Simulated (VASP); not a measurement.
Runs of VASP 6.6.1 on Cr. The structure is that of space group I4/mmm (No. 139), or close to it. The cells are those of the table. 

```csv
cell,further INCAR settings,gap on the mesh (eV),pressure (GPa)
"a = 2.677, b = 2.677, c = 2.983 Å, 2 atoms",ALGO = Fast; EDIFF = 1e-06; NBANDS = 19,none,(a)
"a = 3.019, b = 2.812, c = 2.812 Å, 2 atoms",ALGO = Fast; EDIFF = 1e-06; NBANDS = 19,none,-7.5
"a = 3.019, b = 2.805, c = 2.805 Å, 2 atoms",ALGO = Fast; EDIFF = 1e-06; NBANDS = 19,none,-6.5
"a = 2.677, b = 2.677, c = 2.950 Å, 2 atoms",ALGO = Fast; EDIFF = 1e-07; NBANDS = 19,none,28.8
```

Alike in all rows: task single point; level PBE; potentials or basis VASP PAW PBE potentials, release 64 (Cr_pv); no spin polarisation; k mesh 18 × 18 × 18; cutoff (eV) 520; smearing gaussian 0.1 eV.

Question: Estimate the missing entries.

Answer: (a) 25.2.

Caveats: the run has no spin polarisation, though such a crystal can be magnetic.

A gap of «none» marks levels without a gap at the run's occupations.
